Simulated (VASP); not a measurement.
**As: single point with PBE**

As:

```
As
1.0
     3.85276    0.00000    0.00000
    -1.92638    3.33659    0.00000
     0.00000    0.00000    2.25027
As
3
Direct
  0.00000 0.00000 0.00000
  0.33333 0.66667 0.50000
  0.66667 0.33333 0.50000
```

This isn't the form of As at room conditions, which is rhombohedral.

```
Program             : VASP 6.6.1
Task                : single point
Functional          : PBE
Potentials or basis : VASP PAW PBE potentials, release 64 (As_d)
Cutoff              : 600 eV
k mesh              : 8 × 8 × 10
Occupations         : fermi-dirac, width 0.1 eV
Spin                : no spin polarisation
```

| Property | Result |
| --- | --- |
| Pressure | 247.9 GPa |
| Band gap on the k mesh | zero (an odd number of electrons rules out a gap without spin polarisation) |

Stress tensor (GPa, compression positive):
```
248.10   0.00   0.00
  0.00 248.10   0.00
  0.00   0.00 247.38
```

Levels at points of the mesh, in eV from the Fermi level:
| k point | band 19 | band 20 | band 21 | band 22 | band 23 | band 24 | band 25 | band 26 | band 27 | band 28 |
| --- | --- | --- | --- | --- | --- | --- | --- | --- | --- | --- |
| (0.00, 0.00, 0.00) | -9.96 | -9.96 | -9.71 | -9.71 | 4.00 | 8.61 | 13.03 | 13.03 | 15.14 | 15.22 |
| (0.50, 0.00, 0.00) | -13.55 | -0.67 | -0.41 | 0.36 | 0.55 | 4.31 | 7.61 | 7.67 | 8.94 | 11.55 |
| (0.00, 0.00, 0.50) | -4.91 | -4.91 | -4.55 | -2.89 | -2.50 | -2.50 | -1.81 | -1.57 | -1.57 | 1.17 |
| (0.50, 0.00, 0.50) | -12.06 | -7.07 | -6.60 | -6.57 | -4.30 | 4.61 | 4.84 | 6.28 | 8.07 | 8.41 |

It took 52 s on 1 thread of AMD EPYC 7R13 Processor (Zen 3), with other jobs on the host, peak memory 0.15 GiB.

Caveat: the cell stands under pressure.
